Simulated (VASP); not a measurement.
Wanted: the native input for a VASP 6.6.1 run.

| Item | Value |
| --- | --- |
| Task | single point |
| Functional | PBE |
| Potentials or basis | VASP PAW PBE potentials, release 64 (Au, Cl) |
| Cutoff | 520 eV |
| k mesh | 6 × 6 × 4 |
| Occupations | gaussian, width 0.1 eV |
| Spin | no spin polarisation |
| Dipole correction | no |
| Further INCAR settings | ALGO = Normal; EDIFF = 1e-07; NBANDS = 32 |

The structure of Au3Cl2 lies in POSCAR:

```
Au3Cl2
1.0
    3.8101550768      0.0000000000      0.0000000000
   -1.9050775384      3.2996910889      0.0000000000
    0.0000000000      0.0000000000      9.3244564808
Au Cl
3 2
Direct
    0.0000000000      0.0000000000      0.0000000000
    0.3333333333      0.6666666667      0.8298731276
    0.6666666667      0.3333333333      0.1701268724
    0.3333333333      0.6666666667      0.3254364664
    0.6666666667      0.3333333333      0.6745635336
```

One way to write it, as run:

INCAR

```
ALGO = Normal ; EDIFF = 1E-7
ENCUT = 520 ; GGA = PE
ISIF = 2 ; ISMEAR = 0
LASPH = True ; LCHARG = False
LREAL = False ; LWAVE = False
NBANDS = 32 ; NELM = 100
PREC = Accurate ; SIGMA = 0.1
```

KPOINTS

```
k-points
0
Gamma
  6 6 4
```

Potentials or basis: VASP PAW PBE potentials, release 64 (Au, Cl).

The run is started by

```sh
$ cat potpaw_PBE.64/Au/POTCAR potpaw_PBE.64/Cl/POTCAR > POTCAR
$ mpirun -np 1 vasp_std > vasp.out
```

It gave:

```json
{"Pressure": "-0.2 GPa", "Largest force": "0.031 eV/Å"}
```

Caveat: this functional lacks dispersion, which binds the layers, so the pressure and a relaxed spacing across them are unreliable; an odd number of electrons without spin polarisation forces a metal; a magnetic or distorted state may lie lower.

Wall time 46 s on 1 thread of Intel(R) Xeon(R) 6975P-C (Granite Rapids) (shared host), peak memory 0.25 GiB.
